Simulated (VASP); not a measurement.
# ZrAsBr (P4/nmm) in VASP: single point with PBE

Aim: the single point of ZrAsBr with PBE.

Program: VASP 6.6.1. These are calculated values, not measurements. Logs are shortened: lines on timing, memory, paths and dates and some standing lists are left out, and cuts for length are marked.

## (1) The cell of the first run

The structure is tetragonal, space group P4/nmm (No. 129). The conventional cell has a = 3.952 Å, b = 3.952 Å, c = 8.311 Å, α = 90.00°, β = 90.00°, γ = 90.00°. As (site symmetry -4m2) has 4 Zr at 2.72 Å and 4 As at 2.79 Å and 4 Br at 3.70 Å within 3.8 Å. Within 4.0 Å of Br (site symmetry 4mm) lie 5 Zr at 3.07 to 3.31 Å and 8 Br at 3.47 to 3.95 Å and 4 As at 3.70 Å. Zr (site symmetry 4mm) has 4 As at 2.72 Å and 5 Br at 3.07 to 3.31 Å within 3.6 Å.

## (2) Single point, PBE, non-collinear spin, zero start, spin-orbit coupling

Input file INCAR:

```
SYSTEM = ZrAsBr
PREC = Accurate
ENCUT = 520
EDIFF = 1E-7
ISMEAR = -1
SIGMA = 0.066
LREAL = .FALSE.
LASPH = .TRUE.
NELM = 150
ALGO = Normal
ISIF = 2
LWAVE = .FALSE.
LCHARG = .FALSE.
MAGMOM = 0 0 0 0 0 0 0 0 0 0 0 0 0 0 0 0 0 0
LORBIT = 11
LSORBIT = .TRUE.
GGA_COMPAT = .FALSE.
LORBMOM = .TRUE.
LMAXMIX = 4
GGA = PE
NBANDS = 64
```

Input file KPOINTS:

```
Automatic mesh
0
G
  5 5 3
  0 0 0
```

Input file POSCAR:

```
ZrAsBr
1.0
    3.9522890000      0.0000000000      0.0000000000
    0.0000000000      3.9522890000      0.0000000000
    0.0000000000      0.0000000000      8.3106280000
As Br Zr
2 2 2
Direct
    0.0000000000      0.0000000000      0.0000000000
    0.5000000000      0.5000000000      0.0000000000
    0.5000000000      0.0000000000      0.6235730149
    0.0000000000      0.5000000000      0.3764269851
    0.5000000000      0.0000000000      0.2246875544
    0.0000000000      0.5000000000      0.7753124456
```

Potentials or basis: VASP PAW PBE potentials, release 64 (As, Br, Zr_sv).

The run is started by

```sh
$ cat potpaw_PBE.64/As/POTCAR potpaw_PBE.64/Br/POTCAR potpaw_PBE.64/Zr_sv/POTCAR > POTCAR
$ mpirun -np 1 vasp_ncl > vasp.out
```

OUTCAR:

```text
SYSTEM = ZrAsBr
   PREC = Accurate
   ENCUT = 520
   EDIFF = 1E-7
   ISMEAR = -1
   LREAL = .FALSE.
   LASPH = .TRUE.
   NELM = 150
   ISIF = 2
   LORBIT = 11
   LSORBIT = .TRUE.
   GGA = PE

 ion  position               nearest neighbor table
   1  0.000  0.000  0.000-   5 2.72   6 2.72   6 2.72   5 2.72   2 2.79   2 2.79   2 2.79   2 2.79

   2  0.500  0.500  0.000-   5 2.72   6 2.72   5 2.72   6 2.72   1 2.79   1 2.79   1 2.79   1 2.79

   3  0.500  0.000  0.624-   6 3.07   6 3.07   6 3.07   6 3.07   5 3.31
   4  0.000  0.500  0.376-   5 3.07   5 3.07   5 3.07   5 3.07   6 3.31
   5  0.500  0.000  0.225-   1 2.72   2 2.72   2 2.72   1 2.72   4 3.07   4 3.07   4 3.07   4 3.07
                             3 3.31
   6  0.000  0.500  0.775-   1 2.72   2 2.72   1 2.72   2 2.72   3 3.07   3 3.07   3 3.07   3 3.07
                             4 3.31

  LATTYP: Found a simple tetragonal cell.
 ALAT       =     3.9522890000
 C/A-ratio  =     2.1027379324

  Lattice vectors:

 A1 = (   3.9522890000,   0.0000000000,   0.0000000000)
 A2 = (   0.0000000000,   3.9522890000,   0.0000000000)
 A3 = (   0.0000000000,   0.0000000000,   8.3106280000)

Analysis of symmetry for initial positions (statically):
=====================================================================
 Subroutine PRICEL returns:
 Original cell was already a primitive cell.

 Routine SETGRP: Setting up the symmetry group for a
 simple tetragonal supercell.

 Subroutine GETGRP returns: Found 16 space group operations
 (whereof  8 operations were pure point group operations)
 out of a pool of 16 trial point group operations.

The static configuration has the point symmetry D_2d.
 The point group associated with its full space group is D_4h.

Analysis of symmetry for dynamics (positions and initial velocities):
=====================================================================
 Subroutine PRICEL returns:
 Original cell was already a primitive cell.

 Routine SETGRP: Setting up the symmetry group for a
 simple tetragonal supercell.

 Subroutine GETGRP returns: Found 16 space group operations
 (whereof  8 operations were pure point group operations)
 out of a pool of 16 trial point group operations.

The dynamic configuration has the point symmetry D_2d.
 The point group associated with its full space group is D_4h.

Analysis of structural, dynamic, and magnetic symmetry:
=====================================================================
 Subroutine PRICEL returns:
 Original cell was already a primitive cell.

 Routine SETGRP: Setting up the symmetry group for a
 simple tetragonal supercell.

 Subroutine GETGRP returns: Found 16 space group operations
 (whereof  8 operations were pure point group operations)
 out of a pool of 16 trial point group operations.

The overall configuration has the point symmetry D_2d.
 The point group associated with its full space group is D_4h.

 Subroutine INISYM returns: Found 16 space group operations
 (whereof  8 operations are pure point group operations),
 and found     1 'primitive' translations

----------------------------------------------------------------------------------------

                                     Primitive cell

  volume of cell :     129.8169

  direct lattice vectors                    reciprocal lattice vectors
     3.952289000  0.000000000  0.000000000     0.253017935  0.000000000  0.000000000
     0.000000000  3.952289000  0.000000000     0.000000000  0.253017935  0.000000000
     0.000000000  0.000000000  8.310628000     0.000000000  0.000000000  0.120327850

  length of vectors
     3.952289000  3.952289000  8.310628000     0.253017935  0.253017935  0.120327850

  position of ions in fractional coordinates (direct lattice)
     0.000000000  0.000000000  0.000000000
     0.500000000  0.500000000  0.000000000
     0.500000000  0.000000000  0.623573015
     0.000000000  0.500000000  0.376426985
[... 132 lines left out ...]
      1     -42.1313      1.00000
      2     -42.1313      1.00000
      3     -42.1301      1.00000
      4     -42.1301      1.00000
      5     -21.3557      1.00000
      6     -21.3557      1.00000
[... 745 lines left out ...]
     59      10.3195      0.00000
     60      10.3195      0.00000
 [bands above 60 left out]

------------------------ aborting loop because EDIFF is reached ----------------------------------------

  FORCE on cell =-STRESS in cart. coord.  units (eV):
  Direction    XX          YY          ZZ          XY          YZ          ZX
  --------------------------------------------------------------------------------------
  -------------------------------------------------------------------------------------
  Total        2.4834085      2.4834085      2.3909631      0.0000000      0.0000000      0.0000000
  in kB       30.6497903     30.6497903     29.5088457      0.0000000      0.0000000      0.0000000
  external PRESSURE =      30.2694754 kB  Pullay stress =       0.0000000 kB

 VOLUME and BASIS-vectors are now :
 -----------------------------------------------------------------------------
  energy-cutoff  :      520.00
  volume of cell :      129.82
      direct lattice vectors                 reciprocal lattice vectors
     3.952289000  0.000000000  0.000000000     0.253017935  0.000000000  0.000000000
     0.000000000  3.952289000  0.000000000     0.000000000  0.253017935  0.000000000
     0.000000000  0.000000000  8.310628000     0.000000000  0.000000000  0.120327850

 POSITION                                       TOTAL-FORCE (eV/Angst)
 -----------------------------------------------------------------------------------
      0.00000      0.00000      0.00000         0.000000      0.000000      0.000000
      1.97614      1.97614      0.00000         0.000000      0.000000      0.000000
      1.97614      0.00000      5.18228         0.000000     -0.000000     -0.001974
      0.00000      1.97614      3.12834         0.000000     -0.000000      0.001974
      1.97614      0.00000      1.86729        -0.000000      0.000000      0.025470
      0.00000      1.97614      6.44333         0.000000      0.000000     -0.025470
 -----------------------------------------------------------------------------------
    total drift:                                0.000000      0.000000      0.000000

  FREE ENERGIE OF THE ION-ELECTRON SYSTEM (eV)
  ---------------------------------------------------
  free  energy   TOTEN  =       -33.9439421929 eV

  energy  without entropy=      -33.8754721250  energy(sigma->0) =      -33.90970716

 orbital moment (x)

 # of ion     p       d       tot
 ----------------------------------------
  1        -0.000   0.000   0.000
  2         0.000  -0.000  -0.000
  3         0.000  -0.000   0.000
  4         0.000  -0.000  -0.000
  5         0.000  -0.000  -0.000
  6         0.000  -0.000  -0.000
 ----------------------------------------
            0.000  -0.000  -0.000

 orbital moment (y)

 # of ion     p       d       tot
 ----------------------------------------
  1         0.000   0.000   0.000
  2         0.000   0.000   0.000
  3         0.000  -0.000  -0.000
  4         0.000  -0.000  -0.000
  5        -0.000   0.000   0.000
  6         0.000   0.000   0.000
 ----------------------------------------
            0.000   0.000   0.000

 orbital moment (z)

 # of ion     p       d       tot
 ----------------------------------------
  1         0.000   0.000   0.000
  2         0.000   0.000   0.000
  3         0.000   0.000   0.000
  4         0.000   0.000   0.000
  5         0.000  -0.000  -0.000
  6         0.000   0.000   0.000
 ----------------------------------------
            0.000   0.000   0.000

 Spin-Orbit-Coupling matrix elements

 Ion:    1  E_soc:     -0.0246831
 l=   1
     0.0000000    -0.0040797    -0.0041854
    -0.0040797     0.0000000    -0.0040797
    -0.0041854    -0.0040797     0.0000000
 l=   2
     0.0000000    -0.0000035     0.0000000    -0.0000035    -0.0000175
    -0.0000035     0.0000000    -0.0000024     0.0000123     0.0000101
     0.0000000    -0.0000024     0.0000000    -0.0000024     0.0000000
    -0.0000035     0.0000123    -0.0000024     0.0000000     0.0000101
    -0.0000175     0.0000101     0.0000000     0.0000101     0.0000000
 l=   3
     0.0000000     0.0000000     0.0000000     0.0000000     0.0000000     0.0000000     0.0000000
     0.0000000     0.0000000     0.0000000     0.0000000     0.0000000     0.0000000     0.0000000
     0.0000000     0.0000000     0.0000000     0.0000000     0.0000000     0.0000000     0.0000000
     0.0000000     0.0000000     0.0000000     0.0000000     0.0000000     0.0000000     0.0000000
[... 89 lines left out ...]
 l=   2
     0.0000000    -0.0002733     0.0000000    -0.0002733    -0.0009207
    -0.0002733     0.0000000    -0.0009851    -0.0003270    -0.0002585
     0.0000000    -0.0009851     0.0000000    -0.0009851     0.0000000
    -0.0002733    -0.0003270    -0.0009851     0.0000000    -0.0002585
    -0.0009207    -0.0002585     0.0000000    -0.0002585     0.0000000
 l=   3
     0.0000000     0.0000000     0.0000000     0.0000000     0.0000000     0.0000000     0.0000000
     0.0000000     0.0000000     0.0000000     0.0000000     0.0000000     0.0000000     0.0000000
     0.0000000     0.0000000     0.0000000     0.0000000     0.0000000     0.0000000     0.0000000
     0.0000000     0.0000000     0.0000000     0.0000000     0.0000000     0.0000000     0.0000000
     0.0000000     0.0000000     0.0000000     0.0000000     0.0000000     0.0000000     0.0000000
     0.0000000     0.0000000     0.0000000     0.0000000     0.0000000     0.0000000     0.0000000
     0.0000000     0.0000000     0.0000000     0.0000000     0.0000000     0.0000000     0.0000000

 total charge

# of ion       s       p       d       tot
------------------------------------------
    1        1.233   1.538   0.072   2.843
    2        1.233   1.538   0.072   2.843
    3        1.619   3.223   0.027   4.868
    4        1.619   3.223   0.027   4.868
    5        2.135   5.946   1.725   9.807
    6        2.135   5.946   1.725   9.807
--------------------------------------------------
tot          9.973  21.414   3.648  35.036

 magnetization (x)

# of ion       s       p       d       tot
------------------------------------------
    1        0.000   0.000   0.000   0.000
    2        0.000   0.000   0.000   0.000
    3        0.000   0.000   0.000   0.000
    4        0.000   0.000   0.000   0.000
    5        0.000   0.000   0.000   0.000
    6       -0.000   0.000   0.000  -0.000
--------------------------------------------------
tot          0.000   0.000   0.000   0.000

 magnetization (y)

# of ion       s       p       d       tot
------------------------------------------
    1       -0.000   0.000   0.000   0.000
    2       -0.000   0.000   0.000   0.000
    3        0.000  -0.000   0.000  -0.000
    4        0.000  -0.000   0.000  -0.000
    5        0.000   0.000   0.000   0.000
    6        0.000   0.000   0.000   0.000
--------------------------------------------------
tot         -0.000  -0.000   0.000  -0.000

 magnetization (z)

# of ion       s       p       d       tot
------------------------------------------
    1       -0.000   0.000   0.000   0.000
    2       -0.000   0.000   0.000   0.000
    3        0.000   0.000   0.000   0.000
    4        0.000   0.000   0.000   0.000
    5        0.000   0.000   0.000   0.000
    6        0.000   0.000   0.000   0.000
--------------------------------------------------
tot         -0.000   0.000   0.000   0.000
```

It took 5.9 min on 1 thread of Intel Xeon Platinum 8375C at 2.90GHz (Ice Lake), shared host; peak memory 0.51 GiB.

Results:

- Free energy: -33.9439 eV
- Pressure: 3.0 GPa
- Largest force: 0.025 eV/Å
- Net moment: 0.00 μB per cell
- Valence electrons inside the program's atomic spheres: As 2.84; Br 4.87; Zr 9.81

Forces in eV/Å, atoms in the order of the input:
```
As   0.000  0.000  0.000
As   0.000  0.000  0.000
Br   0.000  0.000 -0.002
Br   0.000  0.000  0.002
Zr   0.000  0.000  0.025
Zr   0.000  0.000 -0.025
```

Moments on the atoms (μB; x, y, z):
```
As  0.00 0.00 0.00
As  0.00 0.00 0.00
Br  0.00 0.00 0.00
Br  0.00 0.00 0.00
Zr  0.00 0.00 0.00
Zr  0.00 0.00 0.00
```

Caveat: the cell stands under pressure.
